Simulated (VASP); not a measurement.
Cs:

```xyz
1
Lattice="-3.0225 3.0225 3.0225 3.0225 -3.0225 3.0225 3.0225 3.0225 -3.0225" Properties=species:S:1:pos:R:3 pbc="T T T"
Cs    0.0000    0.0000    0.0000
```

| Item | Value |
| --- | --- |
| Program | VASP 6.6.1 |
| Task | relaxation of cell and atoms |
| Functional | RPBE |
| Potentials or basis | VASP PAW PBE potentials, release 64 (Cs_sv) |
| Cutoff | 600 eV |
| k mesh | 8 × 8 × 8 |
| Occupations | fermi-dirac, width 0.1 eV |
| Spin | no spin polarisation |

At the start: pressure 0.4 GPa; volume 110.45 Å³/atom.

Q: How do energy, volume and symmetry change on relaxing?

A: Over 4 steps the energy falls by 22.4 meV/atom and the volume is 131.00 Å³/atom (+18.6 %); space group Im-3m (No. 229, to 0.1 Å) before and after.

Step by step:
```tsv
step	energy change (eV)	largest force (eV/Å)	pressure (GPa)	volume (Å³)
1	0.0000	0.0000	0.39	110.45
2	-0.0091	0.0000	0.29	114.81
3	-0.0221	0.0000	0.04	128.58
4	-0.0224	0.0000	0.01	131.00
```

Final structure:
```
CELL_PARAMETERS angstrom
-3.19942 3.19942 3.19942
3.19942 -3.19942 3.19942
3.19942 3.19942 -3.19942
ATOMIC_POSITIONS crystal
Cs 0.00000 0.00000 0.00000
```

Caveat: the volume moved by over 15 % at a fixed basis, so the end points are rough; the PAW data sets were made with another functional, which shifts forces and pressure a little.
